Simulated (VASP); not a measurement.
Runs of VASP 6.6.1 on IrRu2. The structure is that of space group P6/mmm (No. 191), or close to it. The cells are those of the table. The cell was generated, and may not be a known phase.

| task | cell | k mesh | cutoff (eV) | gap on the mesh (eV) | pressure (GPa) | relaxed volume (Å³/atom) |
| --- | --- | --- | --- | --- | --- | --- |
| single point | a = 4.598, b = 4.598, c = 2.517 Å, angles 90.0, 90.0, 120.0°, 3 atoms | 12 × 12 × 18 | 520 | none | 0.1 | - |
| relaxation of cell and atoms | relaxed from a = 4.585, b = 4.585, c = 2.536 Å, angles 90.0, 90.0, 120.0°, 3 atoms | 12 × 12 × 18 | 600 | - | -0.1 | (a) |
| single point | a = 4.129, b = 4.129, c = 3.043 Å, angles 90.0, 90.0, 120.0°, 3 atoms | 6 × 6 × 6 | 520 | none | 58.1 | - |
| single point | a = 4.585, b = 4.585, c = 2.536 Å, angles 90.0, 90.0, 120.0°, 3 atoms | 6 × 6 × 6 | 520 | none | 0.1 | - |
| relaxation of cell and atoms | relaxed from a = 4.129, b = 4.129, c = 3.043 Å, angles 90.0, 90.0, 120.0°, 3 atoms | 6 × 6 × 6 | 600 | none | 0.0 | 15.40 |

Alike in all rows: level PBE; potentials or basis VASP PAW PBE potentials, release 64 (Ru_pv, Ir); no spin polarisation; smearing gaussian 0.1 eV.

Fill in the values left out.

(a) 15.37.

Caveats: some runs use coarse meshes; spin-orbit coupling is left out, which moves the levels of the heavy elements; the highest band is partly filled, so the run has too few bands (at least some runs); the stress differs along the axes, from -24 to 99 GPa (at least some runs); a cell axis changed by over 15 % at a fixed basis, so the end point is rough (at least some runs).

A k mesh can miss the band edges, and the runs leave out spin-orbit coupling on Ir, Ru.

A gap of «none» marks levels without a gap at the run's occupations.
